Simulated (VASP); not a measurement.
**PbS: single point with r2SCAN**

PbS:

```
Pb S
1.0
     4.99709    0.00000    0.00000
    -2.49854    4.32761    0.00000
     0.00000    0.00000    5.99707
Pb S
2 2
Direct
  0.33333 0.66667 0.25000
  0.66667 0.33333 0.75000
  0.66667 0.33333 0.25000
  0.33333 0.66667 0.75000
```

```yaml
Program: VASP 6.6.1
Task: single point
Functional: r2SCAN
Potentials_or_basis: VASP PAW PBE potentials, release 64 (Pb_d, S)
Cutoff: 550 eV
k_mesh: 6 × 6 × 4
Occupations: gaussian, width 0.01 eV
Spin: no spin polarisation
```

* Pressure: 0.0 GPa
* Band gap on the k mesh: 1.73 eV

Levels at points of the mesh, in eV from the valence-band top:
```csv
k point,band 16,band 17,band 18,band 19,band 20,band 21,band 22,band 23,band 24,band 25
"(0.00, 0.00, 0.00)",-3.16,-3.16,-2.02,-2.01,-2.01,2.23,2.23,3.63,3.63,5.04
"(0.50, 0.00, 0.00)",-3.83,-2.99,-2.40,-2.15,-0.76,3.26,3.29,4.44,4.75,5.48
"(0.00, 0.00, 0.50)",-2.59,-2.59,-2.59,-1.36,-1.36,2.54,2.54,2.54,2.54,2.84
"(0.50, 0.00, 0.50)",-3.17,-1.98,-1.98,-0.66,-0.66,1.89,1.89,3.31,3.31,4.67
```

Run time: 4.9 min on 1 thread of Intel(R) Xeon(R) Platinum 8488C (Sapphire Rapids) (shared host), peak memory 0.32 GiB.

Caveat: the PAW data sets were made with another functional, which shifts forces and pressure a little; spin-orbit coupling is left out, which moves the levels of the heavy elements. A k mesh can miss the band edges.
